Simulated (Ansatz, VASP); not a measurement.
**Two plane-wave programs on Pt**

The input INCAR:

```
SYSTEM = Pt
PREC = Accurate
ENCUT = 520
EDIFF = 1E-7
ISMEAR = 0
SIGMA = 0.15
LREAL = .False.
LASPH = .True.
NELM = 80
ALGO = Normal
ISIF = 2
LWAVE = .False.
LCHARG = .False.
GGA = PS
NBANDS = 17
```

The input KPOINTS:

```
Automatic mesh
0
Gamma
  18 18 10
  0 0 0
```

File POSCAR:

```
Pt
1.0
    2.7251897179      0.0000000000      0.0000000000
   -1.3625948590      2.3600835258      0.0000000000
    0.0000000000      0.0000000000      4.3619045747
Pt
2
Direct
    0.6666666667      0.3333333333      0.7500000000
    0.3333333333      0.6666666667      0.2500000000
```

Input for Ansatz:

```yaml
crystal:
  lattice:
    - [2.7251897179, 0.0, 0.0]
    - [-1.362594859, 2.3600835258, 0.0]
    - [0.0, 0.0, 4.3619045747]
  atoms:
    - { symbol: Pt, position: [0.6666666667, 0.3333333333, 0.75] }
    - { symbol: Pt, position: [0.3333333333, 0.6666666667, 0.25] }
basis:
  ecutwfc: 420
kpoints:
  mp_grid: { grid: [18, 18, 10] }
hamiltonian:
  xc: pbesol
scf:
  occupations: { method: gaussian, width: 0.15 }
output:
  forces: true
  stress: true
  eigenvalues: true
```

Change from the starting cell: engineering shear strain xy +0.0000, normal strain along z -0.0733.

Alike in both runs: task single point; functional PBEsol; k mesh 18 × 18 × 10; occupations gaussian, width 0.15 eV; no spin polarisation.

|  | VASP | Ansatz |
| --- | --- | --- |
| version | VASP 6.6.1 | Ansatz 0.2.0 |
| potentials or method | VASP PAW PBE potentials, release 64 (Pt), cutoff 520 eV | scalar-relativistic, plane waves, PAW |
| valence electrons in the cell | 20 | 36 |

```csv
,VASP,Ansatz,Ansatz less VASP
gap on the k mesh at the Fermi level (eV),none,none,-
pressure (GPa),26.2,26.6,+0.35
"traceless stress, the component that is largest in VASP (GPa)",9.58,9.63,+0.051
```

VASP's potentials were made for PBE, not for PBEsol. A gap of «none» marks a metal or a gap that the smearing closes. VASP's potentials hold 20 valence electrons a cell and Ansatz's 36, so a difference there can come from the potentials and not from the codes.

Neither program's run includes spin-orbit coupling.
